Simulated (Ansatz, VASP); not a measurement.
## Two plane-wave programs on SiC

```
CELL_PARAMETERS angstrom
3.07569 0.00000 0.00000
-1.53785 2.66363 0.00000
0.00000 0.00000 10.07065
ATOMIC_POSITIONS crystal
Si 0.66667 0.33333 0.93784
Si 0.33333 0.66667 0.43784
Si 0.00000 0.00000 0.68789
Si 0.00000 0.00000 0.18789
C 0.66667 0.33333 0.74980
C 0.33333 0.66667 0.24980
C 0.00000 0.00000 0.50046
C 0.00000 0.00000 0.00046
```

Alike in both runs: task relaxation of cell and atoms; functional LDA; k mesh 12 × 12 × 4; occupations gaussian, width 0.02 eV; no spin polarisation.

|  | VASP | Ansatz |
| --- | --- | --- |
| version | VASP 6.6.1 | Ansatz 0.2.0 |
| potentials or method | VASP PAW LDA potentials, release 64 (Si, C), cutoff 600 eV | scalar-relativistic, plane waves, PAW |
| valence electrons in the cell | 32 | 32 |

VASP gave:

| Item | Value |
| --- | --- |
| gap on the k mesh at the Fermi level, each at its own relaxed structure (eV) | 2.17 |
| relaxed volume (Å³/atom) | 10.15 |
| relaxed length of the cell vector where the two differ most in proportion (Å) | 10.017 |

**Question.** What did Ansatz give for the same quantities?

**Answer.** gap on the k mesh at the Fermi level, each at its own relaxed structure (eV): 2.18; relaxed volume (Å³/atom): 10.14; relaxed length of the cell vector where the two differ most in proportion (Å): 10.012.

LDA's correlation is that of Perdew and Zunger in VASP and of Perdew and Wang (1992) in Ansatz.
